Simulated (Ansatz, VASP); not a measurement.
Two plane-wave programs on Pd3PbC

The input INCAR:

```
SYSTEM = Pd3PbC
  PREC = Accurate
  ENCUT = 600
  EDIFF = 1E-6
  ISMEAR = -1
  SIGMA = 0.1
  LREAL = .False.
  LASPH = .True.
  NELM = 100
  ALGO = Normal
  ISIF = 3
  LWAVE = .False.
  LCHARG = .False.
  GGA = PE
  IVDW = 13
  IBRION = 2
  NSW = 80
  EDIFFG = -0.02
```

KPOINTS

```
Automatic mesh
0
Gamma
  6 6 6
  0 0 0
```

POSCAR

```
Pd3PbC
1.0
    4.2989450000      0.0000000000      0.0000000000
    0.0000000000      4.2989450000      0.0000000000
    0.0000000000      0.0000000000      4.2989450000
Pd Pb C
3 1 1
Direct
    0.0000000000      0.5000000000      0.5000000000
    0.5000000000      0.5000000000      0.0000000000
    0.5000000000      0.0000000000      0.5000000000
    0.0000000000      0.0000000000      0.0000000000
    0.5000000000      0.5000000000      0.5000000000
```

Input for Ansatz:

```yaml
crystal:
  lattice:
    - [4.298945, 0.0, 0.0]
    - [0.0, 4.298945, 0.0]
    - [0.0, 0.0, 4.298945]
  atoms:
    - { symbol: Pd, position: [0.0, 0.5, 0.5] }
    - { symbol: Pd, position: [0.5, 0.5, 0.0] }
    - { symbol: Pd, position: [0.5, 0.0, 0.5] }
    - { symbol: Pb, position: [0.0, 0.0, 0.0] }
    - { symbol: C, position: [0.5, 0.5, 0.5] }
basis:
  ecutwfc: 470.0
kpoints:
  mp_grid:
    grid: [6, 6, 6]
    shift: [0.0, 0.0, 0.0]
hamiltonian:
  xc: pbe
  dispersion: d4
scf:
  occupations:
    method: fermi_dirac
relax:
  f_tol: 0.02
  max_steps: 60
  cell: {}
```

Alike in both runs: task relaxation of cell and atoms; functional PBE; dispersion D4; k mesh 6 × 6 × 6; no spin polarisation.

|  | VASP | Ansatz |
| --- | --- | --- |
| version | VASP 6.6.1 | Ansatz 0.2.0 |
| potentials or method | VASP PAW PBE potentials, release 64 (Pd, Pb_d, C), cutoff 600 eV | plane waves, PAW |
| occupations | fermi-dirac, width 0.1 eV | fermi-dirac |
| valence electrons in the cell | 48 | 72 |

VASP gave:

- relaxed volume (Å³/atom): 15.30
- relaxed cell length with the largest relative difference (Å): 4.245

What did Ansatz give for the same quantities?

Relaxed volume (Å³/atom): 15.29; relaxed cell length with the largest relative difference (Å): 4.244.

VASP's potentials hold 48 valence electrons a cell and Ansatz's 72, so a difference there can come from the potentials and not from the codes.

Spin-orbit coupling is off throughout.
